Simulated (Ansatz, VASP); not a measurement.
One calculation of CeO2, two programs

```
CELL_PARAMETERS angstrom
0.00000 2.70365 2.70365
2.70365 0.00000 2.70365
2.70365 2.70365 0.00000
ATOMIC_POSITIONS crystal
Ce 0.00000 0.00000 0.00000
O 0.25000 0.25000 0.25000
O 0.75000 0.75000 0.75000
```

Alike in both runs: task relaxation of cell and atoms; functional LDA; k mesh 10 × 10 × 10; occupations gaussian, width 0.02 eV; no spin polarisation.

|  | VASP | Ansatz |
| --- | --- | --- |
| version | VASP 6.6.1 | Ansatz 0.2.0 |
| potentials or method | VASP PAW LDA potentials, release 64 (Ce, O), cutoff 600 eV | scalar-relativistic, plane waves, PAW |
| valence electrons in the cell | 24 | 24 |

VASP gave:

| Item | Value |
| --- | --- |
| gap on the k mesh at the Fermi level, each at its own relaxed structure (eV) | 1.96 |
| relaxed volume (Å³/atom) | 12.84 |
| relaxed cell length with the largest relative difference (Å) | 3.791 |

Question: Which values does Ansatz return?

Answer: gap on the k mesh at the Fermi level, each at its own relaxed structure (eV): 2.05; relaxed volume (Å³/atom): 12.82; relaxed cell length with the largest relative difference (Å): 3.789.

LDA's correlation is that of Perdew and Zunger in VASP and of Perdew and Wang (1992) in Ansatz.

Spin-orbit coupling is off throughout.
